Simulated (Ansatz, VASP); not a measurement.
## Nb2PdSe4: VASP beside Ansatz

Contents of INCAR:

```
  PREC = Accurate
  ENCUT = 520
  EDIFF = 1E-6
  ISMEAR = 0
  SIGMA = 0.1
  LREAL = False
  LASPH = True
  NELM = 150
  ALGO = Normal
  ISIF = 2
  LWAVE = False
  LCHARG = False
  ISPIN = 2
  MAGMOM = 0 0 1 0 0 0 0
  LORBIT = 11
  LMAXMIX = 4
  GGA = PE
  NBANDS = 43
```

KPOINTS

```
Automatic mesh
0
Gamma
  6 6 2
```

Contents of POSCAR:

```
Nb2PdSe4
1.0
    3.5488008955      0.0000000000      0.0000000000
   -1.7744004477      3.0733517285      0.0000000000
    0.0000000000      0.0000000000     13.8796596486
Nb Pd Se
2 1 4
Direct
    0.0000000000      0.0000000000      0.2392087770
    0.0000000000      0.0000000000      0.7607912230
    0.0000000000      0.0000000000      0.0000000000
    0.3333333333      0.6666666667      0.1232631375
    0.3333333333      0.6666666667      0.3589484043
    0.6666666667      0.3333333333      0.6410515957
    0.6666666667      0.3333333333      0.8767368625
```

Input for Ansatz:

```yaml
crystal:
  lattice:
    - [3.5488008955, 0.0, 0.0]
    - [-1.7744004477, 3.0733517285, 0.0]
    - [0.0, 0.0, 13.8796596486]
  atoms:
    - { symbol: Nb, position: [0.0, 0.0, 0.239208777] }
    - { symbol: Nb, position: [0.0, 0.0, 0.760791223] }
    - { symbol: Pd, position: [0.0, 0.0, 0.0], spin: 1.0 }
    - { symbol: Se, position: [0.3333333333, 0.6666666667, 0.1232631375] }
    - { symbol: Se, position: [0.3333333333, 0.6666666667, 0.3589484043] }
    - { symbol: Se, position: [0.6666666667, 0.3333333333, 0.6410515957] }
    - { symbol: Se, position: [0.6666666667, 0.3333333333, 0.8767368625] }
basis:
  ecutwfc: 420
kpoints:
  mp_grid: { grid: [6, 6, 2] }
hamiltonian:
  xc: pbe
scf:
  occupations: { method: gaussian, width: 0.1 }
  lower_state_search: "off"
output:
  forces: true
  stress: true
  eigenvalues: true
  populations: true
magnetization:
  spin_polarized: true
```

Alike in both runs: task single point; functional PBE; k mesh 6 × 6 × 2; occupations gaussian, width 0.1 eV; collinear spin.

|  | VASP | Ansatz |
| --- | --- | --- |
| version | VASP 6.6.1 | Ansatz 0.2.0 |
| potentials or method | VASP PAW PBE potentials, release 64 (Nb_sv, Pd, Se), cutoff 520 eV | scalar-relativistic, plane waves, PAW |
| valence electrons in the cell | 60 | 108 |

```tsv
	VASP	Ansatz	Ansatz less VASP
gap on the k mesh at the Fermi level (eV)	none	none	-
pressure (GPa)	0.0	0.0	+0.03
traceless stress, the component that is largest in VASP (GPa)	-0.23	-0.23	-0.008
rms of the force components (eV/Å)	0.029	0.031	+0.0011
net moment per atom (μB)	0.00	0.00	0.000
```

Atom by atom the forces differ by 0.002 eV/Å (rms over components). A gap of «none» marks a metal or a gap that the smearing closes. VASP's potentials hold 60 valence electrons a cell and Ansatz's 108, so a difference there can come from the potentials and not from the codes. Ansatz's warnings: seeded moment not kept.
